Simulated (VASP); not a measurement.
Sr: single point with PBE

Crystal: Sr.

```
Sr
1.0
     0.00000    2.37030    2.37030
     2.37030    0.00000    2.37030
     2.37030    2.37030    0.00000
Sr
1
Direct
  0.00000 0.00000 0.00000
```

| Quantity | Value |
| --- | --- |
| Program | VASP 6.6.1 |
| Task | single point |
| Functional | PBE |
| Potentials or basis | VASP PAW PBE potentials, release 64 (Sr_sv) |
| Cutoff | 500 eV |
| k mesh | 14 × 14 × 14 |
| Occupations | fermi-dirac, width 0.08 eV |
| Spin | no spin polarisation |

```json
{
  "Pressure": "24.2 GPa",
  "Band gap on the k mesh": "zero (band 5 reaches 5.06 eV, above the bottom of band 6 at 4.07 eV)"
}
```

Levels at points of the mesh, in eV from the Fermi level:
```csv
k point,band 2,band 3,band 4,band 5,band 6,band 7,band 8,band 9
"(0.00, 0.00, 0.00)",-16.79,-16.79,-16.79,-4.00,3.16,3.16,3.16,6.26
"(0.50, 0.00, 0.00)",-18.63,-17.01,-17.01,-1.46,2.72,2.80,2.80,8.58
"(0.50, 0.50, 0.00)",-18.48,-17.42,-17.42,-1.84,-0.66,4.80,8.64,9.32
```

Wall time 14 s on 1 thread of Intel(R) Xeon(R) Platinum 8488C (Sapphire Rapids) (shared host), peak memory 0.15 GiB.
